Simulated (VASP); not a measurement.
# CaBr (P6_3mc) in VASP: a series of runs

The runs below take CaBr through single point, with PBEsol, PBE.

Program: VASP 6.6.1. These are calculated values, not measurements. Logs are shortened: lines on timing, memory, paths and dates and some standing lists are left out, and cuts for length are marked.

## Step 1: The cell of the first run

It takes space group P6_3mc (No. 186, hexagonal). Conventional cell: a = 4.084 Å, b = 4.084 Å, c = 9.672 Å, α = 90.00°, β = 90.00°, γ = 120.00°. Br (site symmetry 3m) has 4 Ca at 2.96 to 3.01 Å within 3.9 Å. Within 3.9 Å of Ca (site symmetry 3m) lie 4 Br at 2.96 to 3.01 Å.

## Step 2: Single point, PBEsol

The input, INCAR:

```
PREC = Accurate
ENCUT = 520
EDIFF = 1E-6
ISMEAR = 1
SIGMA = 0.05
LREAL = False
LASPH = True
NELM = 100
ALGO = Normal
ISIF = 2
LWAVE = False
LCHARG = False
GGA = PS
NBANDS = 25
```

The input, KPOINTS:

```
Automatic mesh
0
Gamma
  7 7 3
```

The input, POSCAR:

```
CaBr
1.0
    4.0841480343      0.0000000000      0.0000000000
   -2.0420740171      3.5369759505      0.0000000000
    0.0000000000      0.0000000000      9.6721260000
Br Ca
2 2
Direct
    0.6666666667      0.3333333333      0.5344880000
    0.3333333333      0.6666666667      0.0344880000
    0.6666666667      0.3333333333      0.8405120000
    0.3333333333      0.6666666667      0.3405120000
```

Potentials or basis: VASP PAW PBE potentials, release 64 (Br, Ca_sv).

Run with:

```
$ cat potpaw_PBE.64/Br/POTCAR potpaw_PBE.64/Ca_sv/POTCAR > POTCAR
$ mpirun -np 1 vasp_std > vasp.out
```

OUTCAR:

```text
PREC = Accurate
   ENCUT = 520
   EDIFF = 1E-6
   ISMEAR = 1
   LREAL = False
   LASPH = True
   NELM = 100
   ISIF = 2
   GGA = PS

 ion  position               nearest neighbor table
   1  0.667  0.333  0.534-   3 2.96
   2  0.333  0.667  0.034-   4 2.96
   3  0.667  0.333  0.841-   1 2.96
   4  0.333  0.667  0.341-   2 2.96

  LATTYP: Found a hexagonal cell.
 ALAT       =     4.0841480343
 C/A-ratio  =     2.3682114161

  Lattice vectors:

 A1 = (   4.0841480343,   0.0000000000,   0.0000000000)
 A2 = (  -2.0420740171,   3.5369759505,   0.0000000000)
 A3 = (   0.0000000000,   0.0000000000,   9.6721260000)

Analysis of symmetry for initial positions (statically):
=====================================================================
 Subroutine PRICEL returns:
 Original cell was already a primitive cell.

 Routine SETGRP: Setting up the symmetry group for a
 hexagonal supercell.

 Subroutine GETGRP returns: Found 12 space group operations
 (whereof  6 operations were pure point group operations)
 out of a pool of 24 trial point group operations.

The static configuration has the point symmetry C_3v.
 The point group associated with its full space group is C_6v.

Analysis of symmetry for dynamics (positions and initial velocities):
=====================================================================
 Subroutine PRICEL returns:
 Original cell was already a primitive cell.

 Routine SETGRP: Setting up the symmetry group for a
 hexagonal supercell.

 Subroutine GETGRP returns: Found 12 space group operations
 (whereof  6 operations were pure point group operations)
 out of a pool of 24 trial point group operations.

The dynamic configuration has the point symmetry C_3v.
 The point group associated with its full space group is C_6v.

 Subroutine INISYM returns: Found 12 space group operations
 (whereof  6 operations are pure point group operations),
 and found     1 'primitive' translations

----------------------------------------------------------------------------------------

                                     Primitive cell

  volume of cell :     139.7190

  direct lattice vectors                    reciprocal lattice vectors
     4.084148034  0.000000000  0.000000000     0.244849107  0.141363698  0.000000000
    -2.042074017  3.536975951  0.000000000     0.000000000  0.282727396  0.000000000
     0.000000000  0.000000000  9.672126000     0.000000000  0.000000000  0.103389886

  length of vectors
     4.084148034  4.084148034  9.672126000     0.282727396  0.282727396  0.103389886

  position of ions in fractional coordinates (direct lattice)
     0.666666667  0.333333333  0.534488000
     0.333333333  0.666666667  0.034488000
     0.666666667  0.333333333  0.840512000
     0.333333333  0.666666667  0.340512000

  ion indices of the primitive-cell ions
   primitive index   ion index
                 1           1
                 2           2
                 3           3
                 4           4

----------------------------------------------------------------------------------------

 KPOINTS: Automatic mesh

Automatic generation of k-mesh.
 Grid dimensions read from file:
 generate k-points for:    7    7    3

 Generating k-lattice:

  Cartesian coordinates                     Fractional coordinates (reciprocal lattice)
     0.034978444  0.020194814  0.000000000     0.142857143  0.000000000  0.000000000
     0.000000000  0.040389628  0.000000000     0.000000000  0.142857143  0.000000000
     0.000000000  0.000000000  0.034463295     0.000000000  0.000000000  0.333333333

  Length of vectors
     0.040389628  0.040389628  0.034463295

  Shift w.r.t. Gamma in fractional coordinates (k-lattice)
     0.000000000  0.000000000  0.000000000

 Subroutine IBZKPT returns following result:
 ===========================================

 Found     16 irreducible k-points:

 Following reciprocal coordinates:
            Coordinates               Weight
  0.000000  0.000000  0.000000      1.000000
  0.142857  0.000000  0.000000      6.000000
  0.285714  0.000000  0.000000      6.000000
  0.428571  0.000000  0.000000      6.000000
  0.142857  0.142857  0.000000      6.000000
  0.285714  0.142857  0.000000     12.000000
[... 8 lines left out ...]
  0.428571  0.142857  0.333333     12.000000
  0.285714  0.285714  0.333333     12.000000
   k-points           NKPTS =     16   k-points in BZ     NKDIM =     16   number of bands    NBANDS=     25
   number of dos      NEDOS =    301   number of ions     NIONS =      4
   total plane-waves  NPLWV =  64800
   dimension x,y,z NGX =    30 NGY =   30 NGZ =   72
   dimension x,y,z NGXF=    60 NGYF=   60 NGZF=  144
   ions per type =               2   2
   NGX,Y,Z   is equivalent  to a cutoff of  12.21, 12.21, 12.38 a.u.
   NGXF,Y,Z  is equivalent  to a cutoff of  24.42, 24.42, 24.75 a.u.
 SYSTEM =  unknown system
   PREC   = accura    normal or accurate (medium, high low for compatibility)
   ISTART =      0    job   : 0-new  1-cont  2-samecut
   ICHARG =      2    charge: 1-file 2-atom 10-const
   ISPIN  =      1    spin polarized calculation?
   LNONCOLLINEAR =      F non collinear calculations
   LSORBIT =      F    spin-orbit coupling
   LASPH  =      T    aspherical Exc in radial PAW
   ENCUT  =  520.0 eV  38.22 Ry    6.18 a.u.   7.59  7.59 17.98*2*pi/ulx,y,z
   NELM   =    100;   NELMIN=  2; NELMDL= -5     # of ELM steps
   EDIFF  = 0.1E-05   stopping-criterion for ELM
   LREAL  =      F    real-space projection
   EDIFFG = 0.1E-04   stopping-criterion for IOM
   NSW    =      0    number of steps for IOM
   IBRION =     -1    ionic relax: 0-MD 1-quasi-New 2-CG
   NFREE  =      0    steps in history (QN), initial steepest desc. (CG)
   ISIF   =      2    stress and relaxation
   ISYM   =      2    0-nonsym 1-usesym 2-fastsym
   POTIM  = 0.5000    time-step for ionic-motion
   TEBEG  =    0.0;   TEEND  =   0.0 temperature during run
   PSTRESS=    0.0 pullay stress
   NELECT =      34.0000    total number of electrons
   NUPDOWN=      -1.0000    fix difference up-down
   EMIN   =  10.00;   EMAX   =-10.00  energy-range for DOS
   EFERMI =   0.00;   METHOD = LEGACY
   ISMEAR =     1;   SIGMA  =   0.05  broadening in eV -4-tet -1-fermi 0-gaus
   EFERMI_NEDOS =   21; number of points for ismear=-14 and -15
   IALGO  =     38    algorithm
   IMIX   =      4    mixing-type and parameters
     AMIX     =   0.40;   BMIX     =  1.00
     AMIX_MAG =   1.60;   BMIX_MAG =  1.00
  volume/ion in A,a.u.               =      34.93       235.72
  Fermi-wavevector in a.u.,A,eV,Ry     =   1.022075  1.931441 14.213144  1.044637
  Thomas-Fermi vector in A             =   2.155734
   LORBIT       =      0    0 simple, 1 ext, 2 COOP (PROOUT), +10 PAW based schemes
   GGA     = PS    functional components
   LHFCALC =     F    Hartree Fock is set to
   AEXX    =    0.0000 exact exchange contribution
   IVDW    =     0    specifies the selected vdW correction
   LEPSILON=     F    determine dielectric tensor
   LRPA    =     F    only Hartree local field effects (RPA)
 non-spin polarized calculation
 Methfessel and Paxton  Order N= 1 SIGMA  =   0.05
  energy-cutoff  :      520.00
  volume of cell :      139.72
 maximum number of plane-waves:      3792
   NGX = 15   NGY = 15   NGZ = 35

 number of electron      33.9999991 magnetization

 Free energy of the ion-electron system (eV)
  ---------------------------------------------------
  ext. energy  EPLUGINS =         0.00000000
  ---------------------------------------------------
  free energy    TOTEN  =       -12.84693486 eV

  energy without entropy =      -12.84324165  energy(sigma->0) =      -12.84570379

 E-fermi :   3.0371     XC(G=0):  -8.1216

 val. band max:        3.0329435565   @ k =   0.4286   0.0000   0.3333
 cond. band min:       3.0396146954   @ k =   0.2857   0.1429   0.3333
 fundamental gap:      0.0066711389
 Fermi energy:         3.0370580795

 k-point     1 :       0.0000    0.0000    0.0000
  band No.  band energies     occupation
      1     -39.2686      2.00000
      2     -39.2684      2.00000
      3     -20.3629      2.00000
      4     -20.3336      2.00000
      5     -20.3336      2.00000
      6     -20.3332      2.00000
[... 17 lines left out ...]
     24       5.3474      0.00000
     25       5.5262      0.00000

 k-point     2 :       0.1429    0.0000    0.0000
  band No.  band energies     occupation
      1     -39.2676      2.00000
      2     -39.2674      2.00000
      3     -20.3618      2.00000
      4     -20.3493      2.00000
      5     -20.3449      2.00000
      6     -20.3371      2.00000
[... 17 lines left out ...]
     24       5.4800      0.00000
     25       5.5476      0.00000

 k-point     3 :       0.2857    0.0000    0.0000
  band No.  band energies     occupation
      1     -39.2652      2.00000
      2     -39.2651      2.00000
      3     -20.3863      2.00000
      4     -20.3836      2.00000
      5     -20.3447      2.00000
      6     -20.3438      2.00000
[... 17 lines left out ...]
     24       5.5924      0.00000
     25       5.8062      0.00000

 k-point     4 :       0.4286    0.0000    0.0000
  band No.  band energies     occupation
      1     -39.2634      2.00000
      2     -39.2633      2.00000
      3     -20.4122      2.00000
      4     -20.4107      2.00000
      5     -20.3509      2.00000
      6     -20.3499      2.00000
[... 17 lines left out ...]
     24       6.1012      0.00000
     25       6.2983      0.00000

 k-point     5 :       0.1429    0.1429    0.0000
  band No.  band energies     occupation
      1     -39.2659      2.00000
      2     -39.2657      2.00000
      3     -20.3756      2.00000
      4     -20.3720      2.00000
      5     -20.3462      2.00000
      6     -20.3447      2.00000
[... 17 lines left out ...]
     24       5.5788      0.00000
     25       5.6265      0.00000

 k-point     6 :       0.2857    0.1429    0.0000
  band No.  band energies     occupation
      1     -39.2638      2.00000
      2     -39.2637      2.00000
      3     -20.3999      2.00000
      4     -20.3983      2.00000
      5     -20.3562      2.00000
      6     -20.3553      2.00000
[... 17 lines left out ...]
     24       6.0456      0.00000
     25       6.1905      0.00000
[... 169 lines left out ...]
 k-point    13 :       0.1429    0.1429    0.3333
  band No.  band energies     occupation
      1     -39.2659      2.00000
      2     -39.2658      2.00000
      3     -20.3745      2.00000
      4     -20.3728      2.00000
      5     -20.3447      2.00000
      6     -20.3446      2.00000
[... 17 lines left out ...]
     24       5.5480      0.00000
     25       5.7778      0.00000

 k-point    14 :       0.2857    0.1429    0.3333
  band No.  band energies     occupation
      1     -39.2637      2.00000
      2     -39.2637      2.00000
      3     -20.3996      2.00000
      4     -20.3988      2.00000
      5     -20.3560      2.00000
      6     -20.3555      2.00000
[... 17 lines left out ...]
     24       5.9335      0.00000
     25       6.2375      0.00000

 k-point    15 :       0.4286    0.1429    0.3333
  band No.  band energies     occupation
      1     -39.2628      2.00000
      2     -39.2628      2.00000
      3     -20.4107      2.00000
      4     -20.4101      2.00000
      5     -20.3612      2.00000
      6     -20.3606      2.00000
[... 17 lines left out ...]
     24       5.9598      0.00000
     25       6.3619      0.00000

 k-point    16 :       0.2857    0.2857    0.3333
  band No.  band energies     occupation
      1     -39.2626      2.00000
      2     -39.2626      2.00000
      3     -20.4003      2.00000
      4     -20.4001      2.00000
      5     -20.3755      2.00000
      6     -20.3750      2.00000
[... 17 lines left out ...]
     24       5.8676      0.00000
     25       6.2231      0.00000

------------------------ aborting loop because EDIFF is reached ----------------------------------------

  FORCE on cell =-STRESS in cart. coord.  units (eV):
  Direction    XX          YY          ZZ          XY          YZ          ZX
  --------------------------------------------------------------------------------------
  -------------------------------------------------------------------------------------
  Total       -0.8204125     -0.8204125     -0.5409643     -0.0000000      0.0000000      0.0000000
  in kB       -9.4077841     -9.4077841     -6.2033126     -0.0000000      0.0000000      0.0000000
  external PRESSURE =      -8.3396269 kB  Pullay stress =       0.0000000 kB

 VOLUME and BASIS-vectors are now :
 -----------------------------------------------------------------------------
  energy-cutoff  :      520.00
  volume of cell :      139.72
      direct lattice vectors                 reciprocal lattice vectors
     4.084148034  0.000000000  0.000000000     0.244849107  0.141363698  0.000000000
    -2.042074017  3.536975951  0.000000000     0.000000000  0.282727396  0.000000000
     0.000000000  0.000000000  9.672126000     0.000000000  0.000000000  0.103389886

 POSITION                                       TOTAL-FORCE (eV/Angst)
 -----------------------------------------------------------------------------------
      2.04207      1.17899      5.16964         0.000000     -0.000000      0.101685
     -0.00000      2.35798      0.33357        -0.000000      0.000000      0.101685
      2.04207      1.17899      8.12954         0.000000     -0.000000     -0.101685
     -0.00000      2.35798      3.29347        -0.000000      0.000000     -0.101685
 -----------------------------------------------------------------------------------
    total drift:                               -0.000000      0.000000     -0.000414

  FREE ENERGIE OF THE ION-ELECTRON SYSTEM (eV)
  ---------------------------------------------------
  free  energy   TOTEN  =       -12.8469348645 eV

  energy  without entropy=      -12.8432416520  energy(sigma->0) =      -12.84570379
```

Wall time 45 s (1 thread of Oxide Virtual Turin-like, shared host); peak memory 0.22 GiB.

Results:

* Free energy: -12.8469 eV
* Pressure: -0.8 GPa
* Largest force: 0.102 eV/Å
* Band gap on the k mesh: zero (bands 17 and 18 overlap by 0.82 eV)

Forces in eV/Å, atoms in the order of the input:
```
Br   0.000  0.000  0.102
Br   0.000  0.000  0.102
Ca   0.000  0.000 -0.102
Ca   0.000  0.000 -0.102
```

Caveat: the PAW data sets were made with another functional, which shifts forces and pressure a little.

(Continued in part 2 of 2.)

The gap in the log of VASP goes by the Fermi energy; the results here count the filled bands.